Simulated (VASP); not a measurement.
Crystal: MgO.

```
Mg O
1.0
     2.97668    0.00000    0.00000
    -1.48834    2.57788    0.00000
     0.00000    0.00000    2.71494
Mg O
1 1
Direct
  0.00000 0.00000 0.00000
  0.33333 0.66667 0.50000
```

Base run:

| Property | Result |
| --- | --- |
| Program | VASP 6.6.1 |
| Functional | PBE |
| Potentials or basis | VASP PAW PBE potentials, release 64 (Mg, O) |
| Cutoff | 520 eV |
| k mesh | 10 × 10 × 10 |
| Occupations | fermi-dirac, width 0.05 eV |
| Spin | no spin polarisation |

Its results: band gap on the k mesh 2.72 eV, indirect (least direct gap 3.10 eV); pressure -5.6 GPa.

Q: The run is repeated on the same cell with these changes: functional from PBE to PBEsol. What comes out?

A: Band gap on the k mesh 2.65 eV, indirect (least direct gap 3.04 eV); pressure -9.0 GPa.

PBEsol binds more tightly than PBE, so the same cell stands under less pressure.

Caveats: the PAW data sets were made with another functional, which shifts forces and pressure a little (some runs).

A k mesh can miss the band edges.
